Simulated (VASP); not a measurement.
Input of a VASP 6.6.1 run:

INCAR

```
SYSTEM = BeS
  PREC = Accurate
  ENCUT = 600
  EDIFF = 1E-7
  ISMEAR = 0
  SIGMA = 0.01
  LREAL = .False.
  LASPH = .True.
  NELM = 120
  ALGO = Normal
  ISIF = 3
  LWAVE = .False.
  LCHARG = .False.
  GGA = PS
  IBRION = 2
  NSW = 80
  EDIFFG = -0.002
  PSTRESS = 6.0
  GGA_COMPAT = .False.
  NELMIN = 4
```

Contents of KPOINTS:

```
Automatic mesh
0
Gamma
  8 8 8
  0 0 0
```

File POSCAR:

```
BeS
1.0
    0.0000000000      2.4140345505      2.4140345505
    2.4140345505      0.0000000000      2.4140345505
    2.4140345505      2.4140345505      0.0000000000
Be S
1 1
Direct
    0.0000000000      0.0000000000      0.0000000000
    0.2500000000      0.2500000000      0.2500000000
```

Potentials or basis: VASP PAW PBE potentials, release 64 (Be, S).

The run is started by

```sh
$ cat potpaw_PBE.64/Be/POTCAR potpaw_PBE.64/S/POTCAR > POTCAR
$ mpirun -np 1 vasp_std > vasp.out
```

(1) Estimate the band gap on the k mesh.

(2) Estimate the relaxed volume.

(3) Estimate the space group after relaxing (to 0.1 Å).

## Answers

(1) 2.90 eV (least direct gap 5.60 eV).

(2) 14.09 Å³/atom.

(3) F-43m (No. 216).

Caveat: the cell is relaxed towards a set pressure, so the run minimises the enthalpy, not the energy; the PAW data sets were made with another functional, which shifts forces and pressure a little.
